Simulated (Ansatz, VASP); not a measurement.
## InSe in VASP and in Ansatz

```
CELL_PARAMETERS angstrom
3.89200 0.00000 0.00000
-1.94600 3.37057 0.00000
0.00000 0.00000 36.72119
ATOMIC_POSITIONS crystal
Se 0.00000 0.00000 0.42984
Se 0.00000 0.00000 0.57014
In 0.66667 0.33333 0.46359
In 0.66667 0.33333 0.53639
```

Alike in both runs: task single point; functional PBE; dispersion D3(BJ); k mesh 9 × 9 × 1; occupations gaussian, width 0.02 eV; no spin polarisation.

```csv
,VASP,Ansatz
version,VASP 6.6.1,Ansatz 0.2.0
potentials or method,"VASP PAW PBE potentials, release 64 (Se, In_d), cutoff 520 eV","scalar-relativistic, plane waves, PAW"
valence electrons in the cell,38,58
```

```csv
,VASP,Ansatz,Ansatz less VASP
gap on the k mesh at the Fermi level (eV),1.98,2.00,+0.013
least direct gap on the mesh (eV),2.09,2.10,+0.011
rms of the force components (eV/Å),0.445,0.435,-0.0100
```

VASP's potentials hold 38 valence electrons a cell and Ansatz's 58, so a difference there can come from the potentials and not from the codes.
